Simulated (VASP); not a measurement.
A run of VASP 6.6.1 is set up as follows.

The input INCAR:

```
SYSTEM = Pb
PREC = Accurate ; ENCUT = 500
EDIFF = 1E-6 ; ISMEAR = -1
SIGMA = 0.1 ; LREAL = .False.
LASPH = .True. ; NELM = 120
ALGO = Normal ; ISIF = 2
LWAVE = .False. ; LCHARG = .False.
GGA = PS ; NBANDS = 13
GGA_COMPAT = .False.
```

The input KPOINTS:

```
regular mesh
0
Gamma
  12 12 12
  0 0 0
```

Contents of POSCAR:

```
Pb
1.0
    2.4706811517      2.4706811517      0.0000000000
   -2.4706811517      2.4706811517      0.0000000000
    0.0000000000      2.4706811517      2.4706811517
Pb
1
Direct
    0.0000000000      0.0000000000      0.0000000000
```

Potentials or basis: VASP PAW PBE potentials, release 64 (Pb_d).

Command:

```bash
$ cat potpaw_PBE.64/Pb_d/POTCAR > POTCAR
$ mpirun -np 1 vasp_std > vasp.out
```

Question: Estimate the band gap on the k mesh.

Answer: Zero (bands 7 and 8 overlap by 9.02 eV).

Question: What does it give for the pressure?

Answer: -0.1 GPa.

Caveat: the PAW data sets were made with another functional, which shifts forces and pressure a little; spin-orbit coupling is left out, which moves the levels of the heavy elements.
